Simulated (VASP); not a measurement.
# Pt (Fm-3m) in VASP: a series of runs

The runs below take Pt through single point, with HSE06.

Program: VASP 6.6.1. These are calculated values, not measurements. Logs are shortened: lines on timing, memory, paths and dates and some standing lists are left out, and cuts for length are marked.

### 1 The cell of the first run

It takes space group Fm-3m (No. 225, cubic). Conventional cell: a = 3.943 Å, b = 3.943 Å, c = 3.943 Å, α = 90.00°, β = 90.00°, γ = 90.00°. Pt (site symmetry m-3m) has 12 Pt at 2.79 Å within 3.7 Å.

### 2 Single point, HSE06

POSCAR reads:

```
Pt
1.0
    0.0000000000      1.9716774509      1.9716774509
    1.9716774509      0.0000000000      1.9716774509
    1.9716774509      1.9716774509      0.0000000000
Pt
1
Direct
    0.0000000000      0.0000000000      0.0000000000
```

INCAR.step1 reads:

```
ALGO = Normal ; EDIFF = 1E-5
ENCUT = 520 ; GGA = PE
ISIF = 2 ; ISMEAR = -1
LASPH = T ; LCHARG = F
LREAL = F ; LWAVE = T
NBANDS = 11 ; NELM = 80
PREC = Accurate ; SIGMA = 0.1
```

INCAR.step2 reads:

```
ALGO = Normal ; EDIFF = 1E-6
ENCUT = 520 ; GGA = PE
HFSCREEN = 0.2079 ; ISIF = 2
ISMEAR = -1 ; ISTART = 1
LASPH = T ; LCHARG = F
LHFCALC = T ; LREAL = F
LWAVE = F ; NBANDS = 11
NELM = 80 ; PREC = Accurate
PRECFOCK = Normal ; SIGMA = 0.1
```

KPOINTS reads:

```
k-points
0
Gamma
  6 6 6
```

Potentials or basis: VASP PAW PBE potentials, release 64 (Pt).

Run with:

```console
$ cat potpaw_PBE.64/Pt/POTCAR > POTCAR
$ cp INCAR.step1 INCAR
$ mpirun -np 1 vasp_std > vasp.out
$ cp INCAR.step2 INCAR
$ mpirun -np 1 vasp_std > vasp.out
```

OUTCAR:

```text
EDIFF = 1E-6
   ENCUT = 520
   GGA = PE
   HFSCREEN = 0.2079
   ISIF = 2
   ISMEAR = -1
   ISTART = 1
   LASPH = T
   LHFCALC = T
   LREAL = F
   NELM = 80
   PREC = Accurate
   PRECFOCK = Normal

 ion  position               nearest neighbor table
   1  0.000  0.000  0.000-

  LATTYP: Found a face centered cubic cell.
 ALAT       =     3.9433549018

  Lattice vectors:

 A1 = (   0.0000000000,   1.9716774509,   1.9716774509)
 A2 = (   1.9716774509,   0.0000000000,   1.9716774509)
 A3 = (   1.9716774509,   1.9716774509,   0.0000000000)

Analysis of symmetry for initial positions (statically):
=====================================================================
 Subroutine PRICEL returns:
 Original cell was already a primitive cell.

 Routine SETGRP: Setting up the symmetry group for a
 face centered cubic supercell.

 Subroutine GETGRP returns: Found 48 space group operations
 (whereof 48 operations were pure point group operations)
 out of a pool of 48 trial point group operations.

The static configuration has the point symmetry O_h .

Analysis of symmetry for dynamics (positions and initial velocities):
=====================================================================
 Subroutine PRICEL returns:
 Original cell was already a primitive cell.

 Routine SETGRP: Setting up the symmetry group for a
 face centered cubic supercell.

 Subroutine GETGRP returns: Found 48 space group operations
 (whereof 48 operations were pure point group operations)
 out of a pool of 48 trial point group operations.

The dynamic configuration has the point symmetry O_h .

 Subroutine INISYM returns: Found 48 space group operations
 (whereof 48 operations are pure point group operations),
 and found     1 'primitive' translations

----------------------------------------------------------------------------------------

                                     Primitive cell

  volume of cell :      15.3298

  direct lattice vectors                    reciprocal lattice vectors
     0.000000000  1.971677451  1.971677451    -0.253591174  0.253591174  0.253591174
     1.971677451  0.000000000  1.971677451     0.253591174 -0.253591174  0.253591174
     1.971677451  1.971677451  0.000000000     0.253591174  0.253591174 -0.253591174

  length of vectors
     2.788372992  2.788372992  2.788372992     0.439232798  0.439232798  0.439232798
[... 82 lines left out ...]
   NUPDOWN=      -1.0000    fix difference up-down
   EMIN   =  10.00;   EMAX   =-10.00  energy-range for DOS
   EFERMI =   0.00;   METHOD = LEGACY
   ISMEAR =    -1;   SIGMA  =   0.10  broadening in eV -4-tet -1-fermi 0-gaus
   EFERMI_NEDOS =   21; number of points for ismear=-14 and -15
   IALGO  =     38    algorithm
   IMIX   =      1    mixing-type and parameters
     AMIX     =   0.40;   BMIX     =  1.00
     AMIX_MAG =   1.60;   BMIX_MAG =  1.00
  volume/ion in A,a.u.               =      15.33       103.45
  Fermi-wavevector in a.u.,A,eV,Ry     =   1.419806  2.683044 27.427286  2.015849
  Thomas-Fermi vector in A             =   2.540788
   LORBIT       =      0    0 simple, 1 ext, 2 COOP (PROOUT), +10 PAW based schemes
   GGA     = PE    functional components
   LHFCALC =     T    Hartree Fock is set to
   PRECFOCK=normal    Normal, Fast or Accurate (Low or Medium for compatibility)
   ENCUT4O =  -1.0   cutoff for four orbital integrals eV
   NKREDX  =     1    reduce k-point grid by
   NKREDY  =     1    reduce k-point grid by
   NKREDZ  =     1    reduce k-point grid by
   AEXX    =    0.2500 exact exchange contribution
   HFSCREEN=    0.2079 screening length (either q_TF or 0.3 A-1)
   HFSCREENC=   0.2079 screening length for correlation (either q_TF or 0.3 A-1)
   ENCUTFOCK=  -1.0 apply spherical cutoff to Coloumb kernel
   IVDW    =     0    specifies the selected vdW correction
   LEPSILON=     F    determine dielectric tensor
   LRPA    =     F    only Hartree local field effects (RPA)
 non-spin polarized calculation
  energy-cutoff  :      520.00
  volume of cell :       15.33
 maximum number of plane-waves:       419
 NGX is ok and might be reduce to    24
  NGX = 16; NGY = 16; NGZ = 16

 number of electron      10.0000001 magnetization

 Free energy of the ion-electron system (eV)
  ---------------------------------------------------
  ext. energy  EPLUGINS =         0.00000000
  ---------------------------------------------------
  free energy    TOTEN  =        -7.03016132 eV

  energy without entropy =       -6.99003186  energy(sigma->0) =       -7.01009659

 E-fermi :  10.2704     XC(G=0): -10.9005

 val. band max:       10.1799321566   @ k =  -0.3333   0.3333   0.1667
 cond. band min:      10.2730412199   @ k =   0.5000   0.0000   0.0000
 fundamental gap:      0.0931090633
 Fermi energy:        10.2704451153

 k-point     1 :       0.0000    0.0000    0.0000
  band No.  band energies     occupation
      1      -0.4461      2.00000
      2       6.0304      2.00000
      3       6.0304      2.00000
      4       6.0304      2.00000
      5       8.0967      2.00000
      6       8.0967      2.00000
      7      26.4121      0.00000
      8      31.4990      0.00000
      9      31.4990      0.00000
     10      31.4990      0.00000
     11      36.7535      0.00000
[... 197 lines left out ...]
 k-point    16 :      -0.3333    0.5000    0.1667
  band No.  band energies     occupation
      1       3.5187      2.00000
      2       4.0882      2.00000
      3       7.0675      2.00000
      4       8.5315      2.00000
      5      10.9324      0.00266
      6      17.2166      0.00000
      7      18.9606      0.00000
      8      21.5288      0.00000
      9      23.4385      0.00000
     10      35.4136      0.00000
     11      36.3718      0.00000

------------------------ aborting loop because EDIFF is reached ----------------------------------------

  FORCE on cell =-STRESS in cart. coord.  units (eV):
  Direction    XX          YY          ZZ          XY          YZ          ZX
  --------------------------------------------------------------------------------------
  -------------------------------------------------------------------------------------
  Total       -0.5372542     -0.5372542     -0.5372542      0.0000000      0.0000000      0.0000000
  in kB      -56.1503935    -56.1503935    -56.1503935      0.0000000      0.0000000      0.0000000
  external PRESSURE =     -56.1503935 kB  Pullay stress =       0.0000000 kB

 VOLUME and BASIS-vectors are now :
 -----------------------------------------------------------------------------
  energy-cutoff  :      520.00
  volume of cell :       15.33
      direct lattice vectors                 reciprocal lattice vectors
     0.000000000  1.971677451  1.971677451    -0.253591174  0.253591174  0.253591174
     1.971677451  0.000000000  1.971677451     0.253591174 -0.253591174  0.253591174
     1.971677451  1.971677451  0.000000000     0.253591174  0.253591174 -0.253591174

 POSITION                                       TOTAL-FORCE (eV/Angst)
 -----------------------------------------------------------------------------------
      0.00000      0.00000      0.00000         0.000000      0.000000      0.000000
 -----------------------------------------------------------------------------------
    total drift:                                0.000000      0.000000      0.000001

  FREE ENERGIE OF THE ION-ELECTRON SYSTEM (eV)
  ---------------------------------------------------
  free  energy   TOTEN  =        -7.0301613194 eV

  energy  without entropy=       -6.9900318617  energy(sigma->0) =       -7.01009659
```

OUTCAR.step1:

```text
EDIFF = 1E-5
   ENCUT = 520
   GGA = PE
   ISIF = 2
   ISMEAR = -1
   LASPH = T
[... 428 lines left out ...]

 POSITION                                       TOTAL-FORCE (eV/Angst)
 -----------------------------------------------------------------------------------
      0.00000      0.00000      0.00000         0.000000      0.000000      0.000000
 -----------------------------------------------------------------------------------
    total drift:                               -0.000000      0.000000      0.000000

  FREE ENERGIE OF THE ION-ELECTRON SYSTEM (eV)
  ---------------------------------------------------
  free  energy   TOTEN  =        -6.2212827028 eV

  energy  without entropy=       -6.1798704530  energy(sigma->0) =       -6.20057658
```

It took 11 min on 1 thread of AMD EPYC 7R43 (Zen 3), shared host; peak memory 0.21 GiB.

What came out:

| Property | Result |
| --- | --- |
| Free energy | -7.0302 eV |
| Pressure | -5.6 GPa |
| Band gap on the k mesh | zero (bands 5 and 6 overlap by 2.91 eV) |

Levels at points of the mesh, in eV from the Fermi level:
| k point | band 3 | band 4 | band 5 | band 6 | band 7 | band 8 |
| --- | --- | --- | --- | --- | --- | --- |
| (0.00, 0.00, 0.00) | -4.24 | -4.24 | -2.17 | -2.17 | 16.14 | 21.23 |
| (0.50, 0.00, 0.00) | -4.40 | -0.12 | 0.00 | 0.00 | 6.96 | 15.66 |
| (0.50, 0.50, 0.00) | -0.33 | 0.69 | 0.69 | 2.37 | 10.17 | 12.70 |

Caveat: the k points lie up to 0.46 Å⁻¹ apart, too coarse for converged energies and pressures of a metal; the PAW data sets were made with another functional, which shifts forces and pressure a little; spin-orbit coupling is left out, which moves the levels of the heavy elements.

(Part 1 of 2 ends here.)

The gap in the log of VASP goes by the Fermi energy; the results here count the filled bands.